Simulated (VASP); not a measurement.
A run of VASP 6.6.1:

INCAR

```
  PREC = Accurate
  ENCUT = 520
  EDIFF = 1E-6
  ISMEAR = 0
  SIGMA = 0.05
  LREAL = False
  LASPH = True
  NELM = 60
  ALGO = Normal
  ISIF = 2
  LWAVE = False
  LCHARG = False
  GGA = PE
  NBANDS = 18
```

The input KPOINTS:

```
Automatic mesh
0
Gamma
  8 8 8
```

POSCAR

```
HfO2
1.0
    0.0699444991      2.6288895880      2.6288895880
    2.6288895880      0.0699444991      2.6288895880
    2.6288895880      2.6288895880      0.0699444991
Hf O
1 2
Direct
    0.0000000000      0.0000000000      0.0000000000
    0.2500000000      0.2500000000      0.2500000000
    0.7500000000      0.7500000000      0.7500000000
```

Potentials or basis: VASP PAW PBE potentials, release 64 (Hf_pv, O).

Command:

```bash
$ cat potpaw_PBE.64/Hf_pv/POTCAR potpaw_PBE.64/O/POTCAR > POTCAR
$ mpirun -np 1 vasp_std > vasp.out
```

Hardware: 1 thread of Intel Xeon 8259CL, on a shared host.

How long does it take, and how much memory?

Wall time 46 s on 1 thread of Intel Xeon 8259CL, on a shared host, peak memory 0.18 GiB. Counts: scf iterations 13, k points 65.
